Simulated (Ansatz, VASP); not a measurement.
**InO in VASP and in Ansatz**

File INCAR:

```
SYSTEM = InO
  ALGO = Normal
  EDIFF = 1E-6
  ENCUT = 520
  GGA = PS
  ISIF = 2
  ISMEAR = 0
  IVDW = 12
  LASPH = .True.
  LCHARG = .True.
  LELF = .True.
  LREAL = .False.
  LVHAR = .True.
  LWAVE = .False.
  NBANDS = 27
  NELM = 100
  PREC = Accurate
  SIGMA = 0.03
```

KPOINTS

```
k-points
0
Gamma
  12 12 4
  0 0 0
```

Contents of POSCAR:

```
InO
1.0
    3.7202926898      0.0000000000      0.0000000000
   -1.8601463449      3.2218679788      0.0000000000
    0.0000000000      0.0000000000     13.6824700068
In O
2 2
Direct
    0.6666666667      0.3333333333      0.5900210000
    0.6666666667      0.3333333333      0.4099790000
    0.0000000000      0.0000000000      0.6398670000
    0.0000000000      0.0000000000      0.3601330000
```

Input for Ansatz:

```yaml
crystal:
  lattice:
    - [3.7202926898, 0.0, 0.0]
    - [-1.8601463449, 3.2218679788, 0.0]
    - [0.0, 0.0, 13.6824700068]
  atoms:
    - { symbol: In, position: [0.6666666667, 0.3333333333, 0.590021] }
    - { symbol: In, position: [0.6666666667, 0.3333333333, 0.409979] }
    - { symbol: O, position: [0.0, 0.0, 0.639867] }
    - { symbol: O, position: [0.0, 0.0, 0.360133] }
basis:
  ecutwfc: 420
kpoints:
  mp_grid: { grid: [12, 12, 4] }
hamiltonian:
  xc: pbesol
  dispersion: d3bj
scf:
  occupations: { method: gaussian, width: 0.03 }
output:
  forces: true
  stress: true
  eigenvalues: true
```

Alike in both runs: task single point; functional PBEsol; dispersion D3(BJ); k mesh 12 × 12 × 4; occupations gaussian, width 0.03 eV; no spin polarisation.

|  | VASP | Ansatz |
| --- | --- | --- |
| version | VASP 6.6.1 | Ansatz 0.2.0 |
| potentials or method | VASP PAW PBE potentials, release 64 (In_d, O), cutoff 520 eV | scalar-relativistic, plane waves, PAW |
| valence electrons in the cell | 38 | 38 |

|  | VASP | Ansatz | Ansatz less VASP |
| --- | --- | --- | --- |
| gap on the k mesh at the Fermi level (eV) | 0.08 | 0.09 | +0.014 |
| least direct gap on the mesh (eV) | 0.70 | 0.71 | +0.009 |
| rms of the force components (eV/Å) | 1.406 | 1.412 | +0.0058 |

VASP's potentials were made for PBE, not for PBEsol. Atom by atom the forces differ by 0.010 eV/Å (rms over components).
